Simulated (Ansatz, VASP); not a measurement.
**One calculation of Pt, two programs**

INCAR

```
PREC = Accurate
ENCUT = 520
EDIFF = 1E-6
ISMEAR = 0
SIGMA = 0.15
LREAL = False
LASPH = True
NELM = 80
ALGO = Fast
ISIF = 2
LWAVE = False
LCHARG = False
GGA = PS
NBANDS = 11
```

Contents of KPOINTS:

```
regular mesh
0
Gamma
  26 26 26
```

The input POSCAR:

```
Pt
1.0
    0.0000000000      1.9590303455      1.8610788282
    1.9590303455      0.0000000000      1.8610788282
    1.9590303455      1.9590303455      0.0000000000
Pt
1
Direct
    0.0000000000      0.0000000000      0.0000000000
```

Input for Ansatz:

```yaml
crystal:
  lattice:
    - [0.0, 1.9590303455, 1.8610788282]
    - [1.9590303455, 0.0, 1.8610788282]
    - [1.9590303455, 1.9590303455, 0.0]
  atoms:
    - { symbol: Pt, position: [0.0, 0.0, 0.0] }
basis:
  ecutwfc: 420
kpoints:
  mp_grid: { grid: [26, 26, 26] }
hamiltonian:
  xc: pbesol
scf:
  occupations: { method: gaussian, width: 0.15 }
output:
  forces: true
  stress: true
  eigenvalues: true
```

Change from the starting cell: strain +0.000 along x and y, -0.050 along z, atoms carried along.

Alike in both runs: task single point; functional PBEsol; k mesh 26 × 26 × 26; occupations gaussian, width 0.15 eV; no spin polarisation.

|  | VASP | Ansatz |
| --- | --- | --- |
| version | VASP 6.6.1 | Ansatz 0.2.0 |
| potentials or method | VASP PAW PBE potentials, release 64 (Pt), cutoff 520 eV | scalar-relativistic, plane waves, PAW |
| valence electrons in the cell | 10 | 18 |

```tsv
	VASP	Ansatz	Ansatz less VASP
gap on the k mesh at the Fermi level (eV)	none	none	-
pressure (GPa)	16.9	17.3	+0.36
traceless stress, the component that is largest in VASP (GPa)	3.58	3.59	+0.005
```

VASP's potentials were made for PBE, not for PBEsol. A gap of «none» marks a metal or a gap that the smearing closes. VASP's potentials hold 10 valence electrons a cell and Ansatz's 18, so a difference there can come from the potentials and not from the codes.

Neither program's run includes spin-orbit coupling.
